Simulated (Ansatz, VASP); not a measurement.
## One calculation of Ba2Ru, two programs

```
Ba Ru
1.0
     3.99758    0.00000    0.00000
    -1.99879    3.46201    0.00000
     0.00000    0.00000    5.54231
Ba Ru
2 1
Direct
  0.33333 0.66667 0.24192
  0.66667 0.33333 0.75808
  0.00000 0.00000 0.00000
```

Change from the starting cell: species swapped into the NiTe2 type (P-3m1, No. 164).

Alike in both runs: task single point; functional PBE; k mesh 6 × 6 × 4; occupations gaussian, width 0.1 eV; no spin polarisation.

|  | VASP | Ansatz |
| --- | --- | --- |
| version | VASP 6.6.1 | Ansatz 0.2.0 |
| potentials or method | VASP PAW PBE potentials, release 64 (Ba_sv, Ru_sv), cutoff 560 eV | scalar-relativistic, plane waves, PAW |
| valence electrons in the cell | 36 | 36 |

```tsv
	VASP	Ansatz	Ansatz less VASP
gap on the k mesh at the Fermi level (eV)	none	none	-
pressure (GPa)	25.1	19.7	-5.39
traceless stress, the component that is largest in VASP (GPa)	-2.98	-2.04	+0.936
rms of the force components (eV/Å)	1.059	0.720	-0.3392
```

Atom by atom the forces differ by 0.339 eV/Å (rms over components). A gap of «none» marks a metal or a gap that the smearing closes. The functional is the same, so the differences come from potentials, cutoffs and numerics.

Neither program's run includes spin-orbit coupling.
